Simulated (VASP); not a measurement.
Set up this calculation in VASP 6.6.1, as the native input.

| Item | Value |
| --- | --- |
| Task | electric field gradients |
| Functional | r2SCAN |
| Potentials or basis | VASP PAW PBE potentials, release 64 (Si) |
| Cutoff | 520 eV |
| k mesh | 16 × 16 × 16 |
| Occupations | fermi-dirac, width 0.08 eV |
| Spin | no spin polarisation |
| Dipole correction | no |
| Further INCAR settings | ALGO = Normal; EDIFF = 1e-08; NBANDS = 11 |

Crystal: Si.

```
Si
1.0
    -2.40694    2.40694    1.32927
     2.40694   -2.40694    1.32927
     2.40694    2.40694   -1.32927
Si
2
Cartesian
  2.4069 0.0000 0.6646
  0.0000 0.0000 1.3293
```

This cell differs from its parent crystal: x and y stretched by +1.5 %, z held.

One way to write it, as run:

POSCAR

```
Si
1.0
   -2.4069428891      2.4069428891      1.3292653899
    2.4069428891     -2.4069428891      1.3292653899
    2.4069428891      2.4069428891     -1.3292653899
Si
2
Direct
    0.2500000000      0.7500000000      0.5000000000
    0.5000000000      0.5000000000      0.0000000000
```

INCAR.step1

```
SYSTEM = Si
ALGO = Normal
EDIFF = 1E-4
ENCUT = 520
GGA = PE
ISMEAR = -1
LASPH = .True.
LCHARG = .False.
LREAL = .False.
LWAVE = .True.
NBANDS = 11
NELM = 100
PREC = Accurate
SIGMA = 0.08
```

INCAR.step2

```
SYSTEM = Si
ALGO = Normal
EDIFF = 1E-8
ENCUT = 520
ISIF = 2
ISMEAR = -1
ISTART = 1
LASPH = .True.
LCHARG = .False.
LEFG = .True.
LMIXTAU = .True.
LREAL = .False.
LWAVE = .False.
METAGGA = R2SCAN
NBANDS = 11
NELM = 100
PREC = Accurate
SIGMA = 0.08
```

KPOINTS

```
k-points
0
Gamma
  16 16 16
  0 0 0
```

Potentials or basis: VASP PAW PBE potentials, release 64 (Si).

The run is started by

```sh
$ cat potpaw_PBE.64/Si/POTCAR > POTCAR
$ cp INCAR.step1 INCAR
$ mpirun -np 1 vasp_std > vasp.out
$ cp INCAR.step2 INCAR
$ mpirun -np 1 vasp_std > vasp.out
```

Results of the run:

* Pressure: -1.1 GPa
* Band gap on the k mesh: zero (band 4 reaches 11.21 eV, above the bottom of band 5 at 4.76 eV)

Caveat: the cell differs from its parent crystal (x and y stretched by +1.5 %, z held); without QUAD_EFG the Cq values of the log hold for a quadrupole moment of 1 mb, not for the nuclei; the PAW data sets were made with another functional, which shifts forces and pressure a little.

It took 11 min on 1 thread of AMD EPYC 7R43 64-Core Processor (Zen 3) (shared host), peak memory 0.18 GiB.
